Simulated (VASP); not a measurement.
# WSe2: single point with PBE+D3(BJ)

The system is WSe2, a slab with vacuum.

```xyz
6
Lattice="3.2823 0.0000 0.0000 -1.6411 2.8425 0.0000 0.0000 0.0000 45.5261" Properties=species:S:1:pos:R:3 pbc="T T T"
Se    0.0000    1.8950   17.8759
Se    0.0000    1.8950   21.2453
Se    1.6411    0.9475   24.2808
Se    1.6411    0.9475   27.6502
W     1.6411    0.9475   19.5609
W     0.0000    1.8950   25.9652
```

```yaml
Program: VASP 6.6.1
Task: single point
Functional: PBE
Dispersion: D3(BJ)
Potentials_or_basis: VASP PAW PBE potentials, release 64 (Se, W_sv)
Cutoff: 520 eV
k_mesh: 9 × 9 × 1
Occupations: gaussian, width 0.02 eV
Spin: non-collinear spin, zero start, spin-orbit coupling
Starting_moments: "[[0.0, 0.0, 0.0], [0.0, 0.0, 0.0], [0.0, 0.0, 0.0], [0.0, 0.0, 0.0], [0.0, 0.0, 0.0], [0.0, 0.0, 0.0]] μB"
```

| Quantity | Value |
| --- | --- |
| Largest force | 0.083 eV/Å |
| Net moment | 0.00 μB per cell |
| Valence electrons inside the program's atomic spheres | Se 3.90; W 11.98 |
| Dispersion energy per atom | -0.403 eV |
| Work function of the upper face | 4.74 eV |
| Work function of the lower face | 4.74 eV |

Forces on the atoms (eV/Å):
```
Se   0.000  0.000 -0.078
Se   0.000  0.000  0.083
Se   0.000  0.000 -0.083
Se   0.000  0.000  0.078
W    0.000  0.000 -0.001
W    0.000  0.000  0.001
```

Moments on the atoms (μB; x, y, z):
```
Se  0.00 0.00 0.00
Se  0.00 0.00 0.00
Se  0.00 0.00 0.00
Se  0.00 0.00 0.00
W   0.00 0.00 0.00
W   0.00 0.00 0.00
```

Wall time 12 min on 4 MPI ranks on Oxide Virtual Turin-like Processor, on a shared host, peak memory 1.7 GiB a rank.
